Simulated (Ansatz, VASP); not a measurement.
# Cd: VASP and Ansatz over several settings

```
Cd
1.0
     0.00000    2.21815    2.21815
     2.21815    0.00000    2.21815
     2.21815    2.21815    0.00000
Cd
1
Direct
  0.00000 0.00000 0.00000
```

Single points on this cell with VASP 6.6.1 and Ansatz 0.2.0. Each row is one pair of runs. Alike in all rows: spin: off; k mesh: 10 × 10 × 10; VASP's potentials, cutoff: VASP PAW PBE potentials, release 64 (Cd), 500 eV; Ansatz's potentials, cutoff: Ansatz PAW, 420 eV.

```tsv
level	smearing	gap on the k mesh at the Fermi level (eV), VASP	gap on the k mesh at the Fermi level (eV), Ansatz	pressure (GPa), VASP	pressure (GPa), Ansatz
PBE	gaussian, width 0.05 eV	none	none	2.7	2.4
RPBE	gaussian, width 0.05 eV	none	none	5.3	5.0
PBE	gaussian, width 0.1 eV	none	none	2.6	2.3
```

Pressure (GPa): the two programs differ by at most 0.28.

VASP's potentials hold 12 valence electrons a cell and Ansatz's 20, so a difference there can come from the potentials and not from the codes.

A gap of «none» marks a metal or a gap that the smearing closes.
